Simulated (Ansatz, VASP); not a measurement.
# Two plane-wave programs on TiAl3

```xyz
4
Lattice="-1.9111 1.9111 4.2807 1.9111 -1.9111 4.2807 1.9111 1.9111 -4.2807" Properties=species:S:1:pos:R:3 pbc="T T T"
Ti    0.0000    0.0000    0.0000
Al    1.9111    0.0000    2.1403
Al    0.0000    1.9111    2.1403
Al    0.0000    0.0000    4.2807
```

Alike in both runs: task single point; functional PBE; k mesh 10 × 10 × 10; occupations gaussian, width 0.021 eV; no spin polarisation.

|  | VASP | Ansatz |
| --- | --- | --- |
| version | VASP 6.6.1 | Ansatz 0.2.0 |
| potentials or method | VASP PAW PBE potentials, release 64 (Ti_sv, Al) | Ansatz PAW |
| plane-wave cutoff (eV) | 520 | 420 |
| valence electrons in the cell | 21 | 21 |

VASP gave:

- gap on the k mesh at the Fermi level (eV): none
- pressure (GPa): 2.0
- traceless stress, the component that is largest in VASP (GPa): -0.16

Q: What did Ansatz give for the same quantities?

A: gap on the k mesh at the Fermi level (eV): none; pressure (GPa): 2.1; traceless stress, the component that is largest in VASP (GPa): -0.16.

A gap of «none» marks a metal or a gap that the smearing closes. The functional is the same, so the differences come from potentials, cutoffs and numerics.
